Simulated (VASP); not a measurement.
Input of a VASP 6.6.1 run:

File INCAR:

```
SYSTEM = Cd3O
PREC = Accurate
ENCUT = 600
EDIFF = 1E-6
ISMEAR = 0
SIGMA = 0.1
LREAL = .FALSE.
LASPH = .TRUE.
NELM = 100
ALGO = Normal
ISIF = 3
LWAVE = .FALSE.
LCHARG = .FALSE.
GGA = PE
IBRION = 2
NSW = 90
EDIFFG = -0.04
```

File KPOINTS:

```
Automatic mesh
0
G
  6 6 6
  0 0 0
```

The input POSCAR:

```
Cd3O
1.0
   -2.0717932475      2.0717932475      4.6279017995
    2.0717932475     -2.0717932475      4.6279017995
    2.0717932475      2.0717932475     -4.6279017995
Cd O
3 1
Direct
    0.5000000000      0.5000000000      0.0000000000
    0.2500000000      0.7500000000      0.5000000000
    0.7500000000      0.2500000000      0.5000000000
    0.0000000000      0.0000000000      0.0000000000
```

Potentials or basis: VASP PAW PBE potentials, release 64 (Cd, O).

Run with:

```sh
$ cat potpaw_PBE.64/Cd/POTCAR potpaw_PBE.64/O/POTCAR > POTCAR
$ mpirun -np 1 vasp_std > vasp.out
```

**Question.** Predict the band gap on the k mesh.

**Answer.** Zero (band 21 reaches 3.15 eV, above the bottom of band 22 at 2.13 eV).

**Question.** Estimate the relaxed cell.

**Answer.** a = 5.677 Å, b = 5.677 Å, c = 5.677 Å, α = 140.27°, β = 140.27°, γ = 57.45°.

Final structure:
```cif
data_structure
_symmetry_space_group_name_H-M 'P 1'
_symmetry_Int_Tables_number 1
_cell_length_a 5.6775
_cell_length_b 5.6775
_cell_length_c 5.6775
_cell_angle_alpha 140.268
_cell_angle_beta 140.268
_cell_angle_gamma 57.447
_cell_volume 74.13
loop_
_atom_site_label
_atom_site_type_symbol
_atom_site_fract_x
_atom_site_fract_y
_atom_site_fract_z
_atom_site_occupancy
Cd1 Cd 0.50000 0.50000 0.00000 1
Cd2 Cd 0.25000 0.75000 0.50000 1
Cd3 Cd 0.75000 0.25000 0.50000 1
O1 O 0.00000 0.00000 0.00000 1
```
